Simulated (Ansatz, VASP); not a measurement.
CaSe in VASP and in Ansatz

```
Ca Se
1.0
     0.00000    3.43108    3.27956
     3.43108    0.00000    3.27956
     3.43108    3.43108    0.00000
Ca Se
1 1
Direct
  0.00000 0.00000 0.00000
  0.25000 0.25000 0.25000
```

Change from the starting cell: biaxial_xy strain +4.6%.

Alike in both runs: task single point; functional PBE; k mesh 6 × 6 × 6; occupations fermi-dirac, width 0.02 eV; no spin polarisation.

|  | VASP | Ansatz |
| --- | --- | --- |
| version | VASP 6.6.1 | Ansatz 0.2.0 |
| potentials or method | VASP PAW PBE potentials, release 64 (Ca_sv, Se) | plane waves, PAW |
| plane-wave cutoff (eV) | 520 | 420 |
| valence electrons in the cell | 16 | 26 |

|  | VASP | Ansatz | Ansatz less VASP |
| --- | --- | --- | --- |
| gap on the k mesh at the Fermi level (eV) | 2.88 | 2.88 | +0.001 |
| pressure (GPa) | -2.1 | -2.2 | -0.08 |
| traceless stress, the component that is largest in VASP (GPa) | 0.23 | 0.23 | +0.005 |

With one functional, cell and mesh, what is left measures potentials, basis and numerics. VASP's potentials hold 16 valence electrons a cell and Ansatz's 26, so a difference there can come from the potentials and not from the codes.
